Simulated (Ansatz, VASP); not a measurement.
# Two plane-wave programs on Sr

```
CELL_PARAMETERS angstrom
4.31000 0.00000 0.00000
-2.15500 3.73257 0.00000
0.00000 0.00000 7.05000
ATOMIC_POSITIONS crystal
Sr 0.33333 0.66667 0.25000
Sr 0.66667 0.33333 0.75000
```

Alike in both runs: task electric field gradients; functional LDA; k mesh 10 × 10 × 5; occupations fermi-dirac, width 0.08 eV; no spin polarisation.

|  | VASP | Ansatz |
| --- | --- | --- |
| version | VASP 6.6.1 | Ansatz 0.2.0 |
| potentials or method | VASP PAW LDA potentials, release 64 (Sr_sv) | PAW with Ansatz's default frozen-core files, scalar-relativistic |
| plane-wave cutoff (eV) | 520 | 420 |
| valence electrons in the cell | 20 | 20 |

Ansatz gave:

- pressure (GPa): -1.6
- size of Vzz on the site where it differs most (V/Å²): 2.8

Problem. Which values does VASP return?

Solution. Pressure (GPa): -1.6; size of Vzz on the site where it differs most (V/Å²): 2.6.

LDA's correlation is that of Perdew and Zunger in VASP and of Perdew and Wang (1992) in Ansatz.
